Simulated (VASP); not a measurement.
The system is I.

```
I
1.0
     0.00000    2.31731    3.83003
     2.14749    0.00000    3.83003
     2.14749    2.31731    0.00000
I
1
Direct
  0.00000 0.00000 0.00000
```

Base run:

| Item | Value |
| --- | --- |
| Program | VASP 6.6.1 |
| Functional | r2SCAN |
| Potentials or basis | VASP PAW PBE potentials, release 64 (I) |
| Cutoff | 520 eV |
| k mesh | 9 × 9 × 9 |
| Occupations | fermi-dirac, width 0.05 eV |
| Spin | no spin polarisation |

Its results: pressure 1.9 GPa.

Task: The run is repeated on the same cell with these changes: functional from r2SCAN to BLYP. What comes out?

Result: Pressure 5.4 GPa.

Caveats: the PAW data sets were made with another functional, which shifts forces and pressure a little; an odd number of electrons without spin polarisation forces a metal; a magnetic or distorted state may lie lower.
